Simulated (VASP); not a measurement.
Crystal: TlInGaAs3.

```
CELL_PARAMETERS angstrom
-4.22212 -4.22212 0.00000
-4.22212 4.22212 0.00000
2.11106 2.11106 -9.05462
ATOMIC_POSITIONS crystal
Tl 0.16216 0.50000 0.32433
Tl 0.33784 0.00000 0.67567
In 0.66216 0.00000 0.32433
In 0.83784 0.50000 0.67567
Ga 0.50000 0.50000 0.00000
Ga 0.00000 0.00000 0.00000
As 0.00000 0.25000 0.50000
As 0.50000 0.75000 0.50000
As 0.17641 0.75000 0.85282
As 0.67641 0.25000 0.85282
As 0.82359 0.75000 0.14718
As 0.32359 0.25000 0.14718
```

```yaml
Program: VASP 6.6.1
Task: relaxation of cell and atoms
Functional: PBEsol
Potentials_or_basis: VASP PAW PBE potentials, release 64 (Tl_d, In_d, Ga_d, As)
Cutoff: 500 eV
k_mesh: 6 × 6 × 6
Occupations: gaussian, width 0.1 eV
Spin: no spin polarisation
```

At the start: pressure 0.1 GPa; volume 26.90 Å³/atom.

Question: Where does the relaxation end?

Answer: Over 6 steps the energy falls by 2.8 meV/atom and the volume is 26.93 Å³/atom (+0.1 %); space group C222_1 (No. 20, to 0.1 Å) before and after.

The path:
| step | energy change (eV) | largest force (eV/Å) | pressure (GPa) | volume (Å³) |
| --- | --- | --- | --- | --- |
| 1 | 0.0000 | 0.3912 | 0.07 | 322.82 |
| 2 | -0.0228 | 0.2142 | -0.03 | 323.37 |
| 3 | -0.0334 | 0.0329 | -0.15 | 324.07 |
| 4 | -0.0339 | 0.0121 | 0.10 | 322.60 |
| 5 | -0.0340 | 0.0180 | 0.02 | 323.06 |
| 6 | -0.0341 | 0.0121 | 0.01 | 323.12 |

Final structure:
```cif
data_structure
_symmetry_space_group_name_H-M 'P 1'
_symmetry_Int_Tables_number 1
_cell_length_a 5.9752
_cell_length_b 5.9746
_cell_length_c 9.5315
_cell_angle_alpha 90.000
_cell_angle_beta 108.267
_cell_angle_gamma 90.000
_cell_volume 323.12
loop_
_atom_site_label
_atom_site_type_symbol
_atom_site_fract_x
_atom_site_fract_y
_atom_site_fract_z
_atom_site_occupancy
Tl1 Tl 0.16211 0.50000 0.32421 1
Tl2 Tl 0.33789 0.00000 0.67579 1
In1 In 0.66226 0.00000 0.32453 1
In2 In 0.83774 0.50000 0.67547 1
Ga1 Ga 0.50003 0.50000 0.00005 1
Ga2 Ga 0.99997 0.00000 0.99995 1
As1 As 0.99284 0.25000 0.50000 1
As2 As 0.50716 0.75000 0.50000 1
As3 As 0.17287 0.74598 0.85276 1
As4 As 0.67988 0.25402 0.85276 1
As5 As 0.82012 0.75402 0.14724 1
As6 As 0.32713 0.24598 0.14724 1
```

Caveat: the PAW data sets were made with another functional, which shifts forces and pressure a little.
